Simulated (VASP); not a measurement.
# Mo in VASP: single point with PBE

Aim: the single point of Mo with PBE.

Program: VASP 6.6.1. These are calculated values, not measurements. Logs are shortened: lines on timing, memory, paths and dates and some standing lists are left out, and cuts for length are marked.

## (1) The cell of the first run

The cell holds a slab with vacuum, 6 atoms: a = 3.097 Å, b = 4.380 Å, c = 28.235 Å, α = 90.00°, β = 90.00°, γ = 90.00°.

## (2) Single point, PBE

Input file INCAR:

```
ALGO = Normal
DIPOL = 0.5 0.5 0.640
EDIFF = 1E-6
ENCUT = 520
GGA = PE
IDIPOL = 3
ISIF = 2
ISMEAR = 0
LASPH = True
LCHARG = True
LDIPOL = True
LELF = True
LREAL = False
LVACPOTAV = True
LVHAR = True
LWAVE = False
NBANDS = 51
NELM = 80
PREC = Accurate
SIGMA = 0.1
```

Input file KPOINTS:

```
k-points
0
Gamma
  11 8 1
```

Input file POSCAR:

```
Mo
1.0
    3.0969355071      0.0000000000      0.0000000000
    0.0000000000      4.3797281959      0.0000000000
    0.0000000000      0.0000000000     28.2345049649
Mo
6
Direct
    0.5544494982      0.1031151266      0.5555971928
    0.0172836387      0.5900860296      0.5640598436
    1.0000455660      0.0882693872      0.6402223745
    0.5022574328      0.5882667267      0.6413477766
    0.5275342860      0.0871672242      0.7184194033
    1.0238364030      0.5883870761      0.7186875192
```

Potentials or basis: VASP PAW PBE potentials, release 64 (Mo_sv).

Run with:

```bash
cat potpaw_PBE.64/Mo_sv/POTCAR > POTCAR
mpirun -np 1 vasp_std > vasp.out
```

OUTCAR:

```text
EDIFF = 1E-6
   ENCUT = 520
   GGA = PE
   ISIF = 2
   ISMEAR = 0
   LASPH = True
   LREAL = False
   NELM = 80
   PREC = Accurate

 ion  position               nearest neighbor table
   1  0.554  0.103  0.556-   2 2.58   2 2.68   2 2.72   3 2.76   2 2.81   3 2.94   4 3.23   4 3.31

   2  0.017  0.590  0.564-   1 2.58   4 2.65   1 2.68   4 2.70   1 2.72   1 2.81   3 3.06   3 3.08

   3  0.000  0.088  0.640-   5 2.65   4 2.68   4 2.68   4 2.69   4 2.69   5 2.75   1 2.76   1 2.94
                             2 3.06   2 3.08   6 3.12   6 3.12
   4  0.502  0.588  0.641-   6 2.64   2 2.65   3 2.68   3 2.68   3 2.69   3 2.69   2 2.70   6 2.72
                             5 3.08   5 3.09   1 3.23   1 3.31
   5  0.528  0.087  0.718-   3 2.65   6 2.67   6 2.68   6 2.68   6 2.69   3 2.75   4 3.08   4 3.09

   6  0.024  0.588  0.719-   4 2.64   5 2.67   5 2.68   5 2.68   5 2.69   4 2.72   3 3.12   3 3.12

  LATTYP: Found a simple orthorhombic cell.
 ALAT       =     3.0969355071
 B/A-ratio  =     1.4142135624
 C/A-ratio  =     9.1169173204

  Lattice vectors:

 A1 = (   3.0969355071,   0.0000000000,   0.0000000000)
 A2 = (   0.0000000000,   4.3797281959,   0.0000000000)
 A3 = (   0.0000000000,   0.0000000000,  28.2345049649)

Analysis of symmetry for initial positions (statically):
=====================================================================
 Subroutine PRICEL returns:
 Original cell was already a primitive cell.

 Routine SETGRP: Setting up the symmetry group for a
 simple orthorhombic supercell.

 Subroutine GETGRP returns: Found  1 space group operations
 (whereof  1 operations were pure point group operations)
 out of a pool of  8 trial point group operations.

The static configuration has the point symmetry C_1 .

Analysis of symmetry for dynamics (positions and initial velocities):
=====================================================================
 Subroutine PRICEL returns:
 Original cell was already a primitive cell.

 Routine SETGRP: Setting up the symmetry group for a
 simple orthorhombic supercell.

 Subroutine GETGRP returns: Found  1 space group operations
 (whereof  1 operations were pure point group operations)
 out of a pool of  8 trial point group operations.

The dynamic configuration has the point symmetry C_1 .

 Subroutine INISYM returns: Found  1 space group operations
 (whereof  1 operations are pure point group operations),
 and found     1 'primitive' translations

----------------------------------------------------------------------------------------

                                     Primitive cell

[... 104 lines left out ...]
   ISIF   =      2    stress and relaxation
   ISYM   =      2    0-nonsym 1-usesym 2-fastsym
   POTIM  = 0.5000    time-step for ionic-motion
   TEBEG  =    0.0;   TEEND  =   0.0 temperature during run
   PSTRESS=    0.0 pullay stress
   NELECT =      84.0000    total number of electrons
   NUPDOWN=      -1.0000    fix difference up-down
   EMIN   =  10.00;   EMAX   =-10.00  energy-range for DOS
   EFERMI =   0.00;   METHOD = LEGACY
   ISMEAR =     0;   SIGMA  =   0.10  broadening in eV -4-tet -1-fermi 0-gaus
   EFERMI_NEDOS =   21; number of points for ismear=-14 and -15
   IALGO  =     38    algorithm
   IMIX   =      4    mixing-type and parameters
     AMIX     =   0.40;   BMIX     =  1.00
     AMIX_MAG =   1.60;   BMIX_MAG =  1.00
  volume/ion in A,a.u.               =      63.83       430.73
  Fermi-wavevector in a.u.,A,eV,Ry     =   0.987298  1.865722 13.262369  0.974757
  Thomas-Fermi vector in A             =   2.118741
   LORBIT       =      0    0 simple, 1 ext, 2 COOP (PROOUT), +10 PAW based schemes
   GGA     = PE    functional components
   LHFCALC =     F    Hartree Fock is set to
   AEXX    =    0.0000 exact exchange contribution
   IVDW    =     0    specifies the selected vdW correction
   LEPSILON=     F    determine dielectric tensor
   LRPA    =     F    only Hartree local field effects (RPA)
 non-spin polarized calculation
 Gauss-broadening in eV      SIGMA  =   0.10
  energy-cutoff  :      520.00
  volume of cell :      382.97
 maximum number of plane-waves:     10372
 NGX is ok and might be reduce to    24
   NGX = 11   NGY = 17   NGZ =105

 dipolmoment           0.000000      0.000000      0.003595 electrons x Angstroem

 number of electron      84.0000004 magnetization

 dipolmoment           0.000000      0.000000     -0.003704 electrons x Angstroem

 Free energy of the ion-electron system (eV)
  ---------------------------------------------------
  ext. energy  EPLUGINS =         0.00000000
  ---------------------------------------------------
  free energy    TOTEN  =       -60.49295800 eV

  energy without entropy =      -60.45441809  energy(sigma->0) =      -60.47368804

 E-fermi :  -0.3685     XC(G=0):  -4.0056

 val. band max:       -0.3721484865   @ k =   0.0909   0.2500   0.0000
 cond. band min:      -0.3631110900   @ k =   0.0909  -0.2500   0.0000
 fundamental gap:      0.0090373965
 Fermi energy:        -0.3685149654

 k-point     1 :       0.0000    0.0000    0.0000
  band No.  band energies     occupation
      1     -61.6365      2.00000
      2     -61.3611      2.00000
      3     -61.3449      2.00000
      4     -61.3165      2.00000
      5     -61.0720      2.00000
      6     -61.0530      2.00000
[... 1285 lines left out ...]
     50       1.3110      0.00000
     51       1.6077      0.00000

 [... further k-points ...]
[... 5 lines left out ...]
  --------------------------------------------------------------------------------------
  -------------------------------------------------------------------------------------
  Total       -0.8072458     -2.3421181     -1.7944004      0.0549155      0.2725925      0.0354891
  in kB       -3.3772008     -9.7985061     -7.5070695      0.2297448      1.1404204      0.1484724
  external PRESSURE =      -6.8942588 kB  Pullay stress =       0.0000000 kB

 VOLUME and BASIS-vectors are now :
 -----------------------------------------------------------------------------
  energy-cutoff  :      520.00
  volume of cell :      382.97
      direct lattice vectors                 reciprocal lattice vectors
     3.096935507  0.000000000  0.000000000     0.322899847  0.000000000  0.000000000
     0.000000000  4.379728196  0.000000000     0.000000000  0.228324671  0.000000000
     0.000000000  0.000000000 28.234504965     0.000000000  0.000000000  0.035417657

 POSITION                                       TOTAL-FORCE (eV/Angst)
 -----------------------------------------------------------------------------------
      1.71709      0.45162     15.68701        -0.404042     -0.192455      1.151699
      0.05353      2.58442     15.92595         0.282211      0.104654     -0.414341
      0.00014      0.38660     18.07636         0.207789      0.054190     -0.335866
      1.55546      2.57645     18.10814         0.060045      0.016469     -0.455480
      1.63374      0.38177     20.28422        -0.051054      0.010929      0.033708
      0.07382      2.57698     20.29179        -0.094949      0.006212      0.020281
 -----------------------------------------------------------------------------------
    total drift:                                0.000207      0.000815      0.000492

  FREE ENERGIE OF THE ION-ELECTRON SYSTEM (eV)
  ---------------------------------------------------
  free  energy   TOTEN  =       -60.4929579956 eV

  energy  without entropy=      -60.4544180911  energy(sigma->0) =      -60.47368804

 vacuum level on the upper side and lower side of the slab         4.260         4.309
```

Run time: 39 min. Hardware: 1 thread of Intel Xeon Platinum 8375C at 2.90GHz (Ice Lake), shared host; peak memory 0.79 GiB.

Results:

* Free energy: -60.4930 eV
* Largest force: 1.236 eV/Å
* Band gap on the k mesh: zero (bands 42 and 43 overlap by 2.07 eV)

Forces in eV/Å, atoms in the order of the input:
```
Mo  -0.404 -0.192  1.152
Mo   0.282  0.105 -0.414
Mo   0.208  0.054 -0.336
Mo   0.060  0.016 -0.455
Mo  -0.051  0.011  0.034
Mo  -0.095  0.006  0.020
```
